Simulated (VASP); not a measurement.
BAs, 2 atoms in the cell. It takes space group F-43m (No. 216, cubic). The conventional cell has a = 4.964 Å, b = 4.964 Å, c = 4.964 Å, α = 90.00°, β = 90.00°, γ = 90.00°. Within 2.8 Å of B (site symmetry -43m) lie 4 As at 2.15 Å. As (site symmetry -43m) has 4 B at 2.15 Å within 2.8 Å. 

| Item | Value |
| --- | --- |
| Program | VASP 6.6.1 |
| Task | single point |
| Functional | PBE |
| Potentials or basis | VASP PAW PBE potentials, release 64 (B, As) |
| Cutoff | 520 eV |
| k mesh | 10 × 10 × 10 |
| Occupations | gaussian, width 0.02 eV |
| Spin | no spin polarisation |
| Dipole correction | no |
| Further INCAR settings | ALGO = Normal; EDIFF = 1e-06; NBANDS = 11 |

Potentials or basis: VASP PAW PBE potentials, release 64 (B, As).

Run with:

```sh
$ cat potpaw_PBE.64/B/POTCAR potpaw_PBE.64/As/POTCAR > POTCAR
$ mpirun -np 1 vasp_std > vasp.out
```

Hardware: 1 thread of Intel(R) Xeon(R) Platinum 8259CL CPU @ 2.50GHz (Skylake/Cascade Lake), with other jobs on the host.

Question: How long does it take, and how much memory?

Answer: It took 22 s on 1 thread of Intel(R) Xeon(R) Platinum 8259CL CPU @ 2.50GHz (Skylake/Cascade Lake), with other jobs on the host, peak memory 0.16 GiB. Counts: scf iterations 12, k points 47.
